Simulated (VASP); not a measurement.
# Ti in VASP: further runs

Runs on Ti. Level: PBE. Tasks: single point.

Everything below comes from runs of VASP 6.6.1. Logs are shortened: lines on timing, memory, paths and dates and some standing lists are left out, and cuts for length are marked.

### 1 The cell of the first run

The cell holds a slab with vacuum, 5 atoms: a = 2.940 Å, b = 2.940 Å, c = 25.296 Å, α = 90.00°, β = 90.00°, γ = 120.00°.

### 2 Single point, PBE

INCAR reads:

```
SYSTEM = Ti
PREC = Accurate
ENCUT = 520
EDIFF = 1E-7
ISMEAR = -1
SIGMA = 0.05
LREAL = .FALSE.
LASPH = .TRUE.
NELM = 80
ALGO = Normal
ISIF = 2
LWAVE = .FALSE.
LCHARG = .TRUE.
LDIPOL = .TRUE.
IDIPOL = 3
DIPOL = 0.5 0.5 0.500
GGA = PE
LELF = .TRUE.
LVHAR = .TRUE.
LVACPOTAV = .TRUE.
NBANDS = 38
```

KPOINTS reads:

```
regular mesh
0
G
  13 13 1
  0 0 0
```

POSCAR reads:

```
Ti
1.0
    2.9399472392      0.0000000000      0.0000000000
   -1.4699736196      2.5460689949      0.0000000000
    0.0000000000      0.0000000000     25.2957000000
Ti
5
Direct
    0.0000000000      0.0000000000      0.3162585134
    0.3333333340      0.6666666660      0.4081292569
    0.0000000000      0.0000000000      0.4999999997
    0.3333333340      0.6666666660      0.5918707431
    0.0000000000      0.0000000000      0.6837414866
```

Potentials or basis: VASP PAW PBE potentials, release 64 (Ti_sv).

Started as:

```bash
> cat potpaw_PBE.64/Ti_sv/POTCAR > POTCAR
> mpirun -np 1 vasp_std > vasp.out
```

OUTCAR:

```text
SYSTEM = Ti
   PREC = Accurate
   ENCUT = 520
   EDIFF = 1E-7
   ISMEAR = -1
   LREAL = .FALSE.
   LASPH = .TRUE.
   NELM = 80
   ISIF = 2
   GGA = PE

 ion  position               nearest neighbor table
   1  0.000  0.000  0.316-   2 2.88   2 2.88   2 2.88
   2  0.333  0.667  0.408-   3 2.88   3 2.88   3 2.88   1 2.88   1 2.88   1 2.88
   3  0.000  0.000  0.500-   2 2.88   2 2.88   2 2.88   4 2.88   4 2.88   4 2.88
   4  0.333  0.667  0.592-   3 2.88   3 2.88   5 2.88   5 2.88   3 2.88   5 2.88
   5  0.000  0.000  0.684-   4 2.88   4 2.88   4 2.88

  LATTYP: Found a hexagonal cell.
 ALAT       =     2.9399472392
 C/A-ratio  =     8.6041340003

  Lattice vectors:

 A1 = (   2.9399472392,   0.0000000000,   0.0000000000)
 A2 = (  -1.4699736196,   2.5460689949,   0.0000000000)
 A3 = (   0.0000000000,   0.0000000000,  25.2957000000)

Analysis of symmetry for initial positions (statically):
=====================================================================
 Subroutine PRICEL returns:
 Original cell was already a primitive cell.

 Routine SETGRP: Setting up the symmetry group for a
 hexagonal supercell.

 Subroutine GETGRP returns: Found 12 space group operations
 (whereof 12 operations were pure point group operations)
 out of a pool of 24 trial point group operations.

The static configuration has the point symmetry D_3h.

Analysis of symmetry for dynamics (positions and initial velocities):
=====================================================================
 Subroutine PRICEL returns:
 Original cell was already a primitive cell.

 Routine SETGRP: Setting up the symmetry group for a
 hexagonal supercell.

 Subroutine GETGRP returns: Found 12 space group operations
 (whereof 12 operations were pure point group operations)
 out of a pool of 24 trial point group operations.

The dynamic configuration has the point symmetry D_3h.

 Subroutine INISYM returns: Found 12 space group operations
 (whereof 12 operations are pure point group operations),
 and found     1 'primitive' translations

----------------------------------------------------------------------------------------

                                     Primitive cell

  volume of cell :     189.3461

  direct lattice vectors                    reciprocal lattice vectors
     2.939947239  0.000000000  0.000000000     0.340142159  0.196381167  0.000000000
    -1.469973620  2.546068995  0.000000000     0.000000000  0.392762334  0.000000000
     0.000000000  0.000000000 25.295700000     0.000000000  0.000000000  0.039532411

  length of vectors
     2.939947239  2.939947239 25.295700000     0.392762334  0.392762334  0.039532411

  position of ions in fractional coordinates (direct lattice)
     0.000000000  0.000000000  0.316258513
     0.333333334  0.666666666  0.408129257
     0.000000000  0.000000000  0.500000000
     0.333333334  0.666666666  0.591870743
     0.000000000  0.000000000  0.683741487

  ion indices of the primitive-cell ions
   primitive index   ion index
                 1           1
                 2           2
                 3           3
                 4           4
                 5           5

----------------------------------------------------------------------------------------

 KPOINTS: regular mesh

Automatic generation of k-mesh.
 Grid dimensions read from file:
 generate k-points for:   13   13    1

 Generating k-lattice:

  Cartesian coordinates                     Fractional coordinates (reciprocal lattice)
     0.026164781  0.015106244  0.000000000     0.076923077  0.000000000  0.000000000
     0.000000000  0.030212487  0.000000000     0.000000000  0.076923077  0.000000000
     0.000000000  0.000000000  0.039532411     0.000000000  0.000000000  1.000000000

  Length of vectors
     0.030212487  0.030212487  0.039532411

  Shift w.r.t. Gamma in fractional coordinates (k-lattice)
     0.000000000  0.000000000  0.000000000

 Subroutine IBZKPT returns following result:
 ===========================================

 Found     21 irreducible k-points:

 Following reciprocal coordinates:
            Coordinates               Weight
  0.000000  0.000000  0.000000      1.000000
  0.076923 -0.000000  0.000000      6.000000
  0.153846  0.000000  0.000000      6.000000
  0.230769  0.000000  0.000000      6.000000
  0.307692  0.000000  0.000000      6.000000
  0.384615 -0.000000  0.000000      6.000000
[... 13 lines left out ...]
  0.384615  0.230769  0.000000      6.000000
  0.307692  0.307692  0.000000      6.000000
   k-points           NKPTS =     21   k-points in BZ     NKDIM =     21   number of bands    NBANDS=     38
   number of dos      NEDOS =    301   number of ions     NIONS =      5
   total plane-waves  NPLWV = 110592
   dimension x,y,z NGX =    24 NGY =   24 NGZ =  192
   dimension x,y,z NGXF=    48 NGYF=   48 NGZF=  384
   ions per type =               5
   NGX,Y,Z   is equivalent  to a cutoff of  13.57, 13.57, 12.62 a.u.
   NGXF,Y,Z  is equivalent  to a cutoff of  27.14, 27.14, 25.24 a.u.
 SYSTEM =  Ti
   PREC   = accura    normal or accurate (medium, high low for compatibility)
   ISTART =      0    job   : 0-new  1-cont  2-samecut
   ICHARG =      2    charge: 1-file 2-atom 10-const
   ISPIN  =      1    spin polarized calculation?
   LNONCOLLINEAR =      F non collinear calculations
   LSORBIT =      F    spin-orbit coupling
   LASPH  =      T    aspherical Exc in radial PAW
   ENCUT  =  520.0 eV  38.22 Ry    6.18 a.u.   5.47  5.47 47.03*2*pi/ulx,y,z
   NELM   =     80;   NELMIN=  2; NELMDL= -5     # of ELM steps
   EDIFF  = 0.1E-06   stopping-criterion for ELM
   LREAL  =      F    real-space projection
   EDIFFG = 0.1E-05   stopping-criterion for IOM
   NSW    =      0    number of steps for IOM
   IBRION =     -1    ionic relax: 0-MD 1-quasi-New 2-CG
   NFREE  =      0    steps in history (QN), initial steepest desc. (CG)
   ISIF   =      2    stress and relaxation
   ISYM   =      2    0-nonsym 1-usesym 2-fastsym
   POTIM  = 0.5000    time-step for ionic-motion
   TEBEG  =    0.0;   TEEND  =   0.0 temperature during run
   PSTRESS=    0.0 pullay stress
   NELECT =      60.0000    total number of electrons
   NUPDOWN=      -1.0000    fix difference up-down
   EMIN   =  10.00;   EMAX   =-10.00  energy-range for DOS
   EFERMI =   0.00;   METHOD = LEGACY
   ISMEAR =    -1;   SIGMA  =   0.05  broadening in eV -4-tet -1-fermi 0-gaus
   EFERMI_NEDOS =   21; number of points for ismear=-14 and -15
   IALGO  =     38    algorithm
   IMIX   =      4    mixing-type and parameters
     AMIX     =   0.40;   BMIX     =  1.00
     AMIX_MAG =   1.60;   BMIX_MAG =  1.00
  volume/ion in A,a.u.               =      37.87       255.55
  Fermi-wavevector in a.u.,A,eV,Ry     =   1.116109  2.109139 16.948755  1.245698
  Thomas-Fermi vector in A             =   2.252719
   LORBIT       =      0    0 simple, 1 ext, 2 COOP (PROOUT), +10 PAW based schemes
   GGA     = PE    functional components
   LHFCALC =     F    Hartree Fock is set to
   AEXX    =    0.0000 exact exchange contribution
   IVDW    =     0    specifies the selected vdW correction
   LEPSILON=     F    determine dielectric tensor
   LRPA    =     F    only Hartree local field effects (RPA)
 non-spin polarized calculation
  energy-cutoff  :      520.00
  volume of cell :      189.35
 maximum number of plane-waves:      5207
 NGX is ok and might be reduce to    24
   NGX = 11   NGY = 11   NGZ = 95

 number of electron      59.9999993 magnetization

 dipolmoment           0.000000      0.000000      0.000000 electrons x Angstroem

 Free energy of the ion-electron system (eV)
  ---------------------------------------------------
  ext. energy  EPLUGINS =         0.00000000
  ---------------------------------------------------
  free energy    TOTEN  =       -37.27233249 eV

  energy without entropy =      -37.18902154  energy(sigma->0) =      -37.23067702

 E-fermi :   1.5415     XC(G=0):  -6.1132

 val. band max:        1.5338518643   @ k =   0.3077   0.3077   0.0000
 cond. band min:       1.5439049823   @ k =   0.3846   0.1538   0.0000
 fundamental gap:      0.0100531180
 Fermi energy:         1.5414800262

 k-point     1 :       0.0000    0.0000    0.0000
  band No.  band energies     occupation
      1     -55.4227      2.00000
      2     -55.4224      2.00000
      3     -55.2590      2.00000
      4     -55.2198      2.00000
      5     -55.1617      2.00000
      6     -31.8826      2.00000
[... 30 lines left out ...]
     37       2.3407      0.00000
     38       2.4516      0.00000

 k-point     2 :       0.0769   -0.0000    0.0000
  band No.  band energies     occupation
      1     -55.4184      2.00000
      2     -55.4182      2.00000
      3     -55.2540      2.00000
      4     -55.2161      2.00000
      5     -55.1590      2.00000
      6     -31.8726      2.00000
[... 30 lines left out ...]
     37       2.4749      0.00000
     38       2.5022      0.00000

 k-point     3 :       0.1538    0.0000    0.0000
  band No.  band energies     occupation
      1     -55.4065      2.00000
      2     -55.4063      2.00000
      3     -55.2400      2.00000
      4     -55.2058      2.00000
      5     -55.1517      2.00000
      6     -31.8448      2.00000
[... 30 lines left out ...]
     37       2.5514      0.00000
     38       2.7409      0.00000

 k-point     4 :       0.2308    0.0000    0.0000
  band No.  band energies     occupation
      1     -55.3897      2.00000
      2     -55.3896      2.00000
      3     -55.2196      2.00000
      4     -55.1911      2.00000
      5     -55.1418      2.00000
      6     -31.8061      2.00000
[... 30 lines left out ...]
     37       2.7486      0.00000
     38       3.0066      0.00000
[... 580 lines left out ...]
      4     -55.1510      2.00000
      5     -55.1221      2.00000
      6     -31.7811      2.00000
[... 30 lines left out ...]
     37       2.8490      0.00000
     38       3.0705      0.00000

 k-point    20 :       0.3846    0.2308    0.0000
  band No.  band energies     occupation
      1     -55.3403      2.00000
      2     -55.3403      2.00000
      3     -55.1506      2.00000
      4     -55.1482      2.00000
      5     -55.1219      2.00000
      6     -31.7831      2.00000
[... 30 lines left out ...]
     37       2.9694      0.00000
     38       3.1570      0.00000

 k-point    21 :       0.3077    0.3077    0.0000
  band No.  band energies     occupation
      1     -55.3388      2.00000
      2     -55.3388      2.00000
      3     -55.1478      2.00000
      4     -55.1469      2.00000
      5     -55.1219      2.00000
      6     -31.7523      2.00000
[... 30 lines left out ...]
     37       3.0178      0.00000
     38       3.1373      0.00000

------------------------ aborting loop because EDIFF is reached ----------------------------------------

  FORCE on cell =-STRESS in cart. coord.  units (eV):
  Direction    XX          YY          ZZ          XY          YZ          ZX
  --------------------------------------------------------------------------------------
  -------------------------------------------------------------------------------------
  Total       -1.7388367     -1.7388367     -2.2446030      0.0000000     -0.0000000      0.0000000
  in kB      -14.7133973    -14.7133973    -18.9930064      0.0000000     -0.0000000      0.0000000
  external PRESSURE =     -16.1399337 kB  Pullay stress =       0.0000000 kB

 VOLUME and BASIS-vectors are now :
 -----------------------------------------------------------------------------
  energy-cutoff  :      520.00
  volume of cell :      189.35
      direct lattice vectors                 reciprocal lattice vectors
     2.939947239  0.000000000  0.000000000     0.340142159  0.196381167  0.000000000
    -1.469973620  2.546068995  0.000000000     0.000000000  0.392762334  0.000000000
     0.000000000  0.000000000 25.295700000     0.000000000  0.000000000  0.039532411

 POSITION                                       TOTAL-FORCE (eV/Angst)
 -----------------------------------------------------------------------------------
      0.00000      0.00000      7.99998         0.000000     -0.000000      0.565061
      0.00000      1.69738     10.32392        -0.000000      0.000000     -0.653500
      0.00000      0.00000     12.64785         0.000000     -0.000000     -0.000000
      0.00000      1.69738     14.97178        -0.000000      0.000000      0.653500
      0.00000      0.00000     17.29572         0.000000     -0.000000     -0.565061
 -----------------------------------------------------------------------------------
    total drift:                               -0.000011      0.000007      0.000023

  FREE ENERGIE OF THE ION-ELECTRON SYSTEM (eV)
  ---------------------------------------------------
  free  energy   TOTEN  =       -37.2723324891 eV

  energy  without entropy=      -37.1890215443  energy(sigma->0) =      -37.23067702

 vacuum level on the upper side and lower side of the slab         6.017         6.017
```

Run time: 2.9 min. Hardware: 1 thread of Intel Xeon 6975P-C (Granite Rapids), shared host; peak memory 0.37 GiB.

Results:

- Free energy: -37.2723 eV
- Largest force: 0.653 eV/Å
- Band gap on the k mesh: zero (bands 30 and 31 overlap by 1.05 eV)

Forces in eV/Å, atoms in the order of the input:
```
Ti   0.000  0.000  0.565
Ti   0.000  0.000 -0.653
Ti   0.000  0.000  0.000
Ti   0.000  0.000  0.653
Ti   0.000  0.000 -0.565
```

### 3 Single point, PBE

INCAR reads:

```
SYSTEM = Ti
PREC = Accurate ; ENCUT = 520
EDIFF = 1E-6 ; ISMEAR = -1
SIGMA = 0.05 ; LREAL = .False.
LASPH = .True. ; NELM = 80
ALGO = Normal ; ISIF = 2
LWAVE = .False. ; LCHARG = .False.
LDIPOL = .True. ; IDIPOL = 3
DIPOL = 0.5 0.5 0.500 ; GGA = PE
NBANDS = 38
```

KPOINTS reads:

```
Automatic mesh
0
Gamma
  13 13 1
  0 0 0
```

POSCAR reads:

```
Ti
1.0
    2.9399472392      0.0000000000      0.0000000000
   -1.4699736196      2.5460689949      0.0000000000
    0.0000000000      0.0000000000     25.2957000000
Ti
5
Direct
    0.0000000000      0.0000000000      0.3207771801
    0.3333333333      0.6666666667      0.4060098414
    0.0000000000      0.0000000000      0.5000000527
    0.3333333333      0.6666666667      0.5939901244
    0.0000000000      0.0000000000      0.6792228010
```

Potentials or basis: VASP PAW PBE potentials, release 64 (Ti_sv).

Started as:

```bash
> cat potpaw_PBE.64/Ti_sv/POTCAR > POTCAR
> mpirun -np 1 vasp_std > vasp.out
```

Run time: 2.7 min. Hardware: 1 thread of Intel Xeon 6975P-C (Granite Rapids), shared host; peak memory 0.37 GiB.

Results (log left out):

```yaml
Free_energy: -37.3870 eV
Largest_force: 0.016 eV/Å
Band_gap_on_the_k_mesh: zero (bands 30 and 31 overlap by 1.01 eV)
```

Forces on the atoms (eV/Å):
```
Ti   0.000  0.000  0.016
Ti   0.000  0.000 -0.004
Ti   0.000  0.000  0.000
Ti   0.000  0.000  0.004
Ti   0.000  0.000 -0.016
```

Levels at points of the mesh, in eV from the Fermi level:
| k point | band 27 | band 28 | band 29 | band 30 | band 31 | band 32 | band 33 | band 34 |
| --- | --- | --- | --- | --- | --- | --- | --- | --- |
| (0.00, 0.00, 0.00) | -0.10 | 0.43 | 0.43 | 0.62 | 0.62 | 0.66 | 0.66 | 0.71 |

(Part 1 of 2 ends here.)
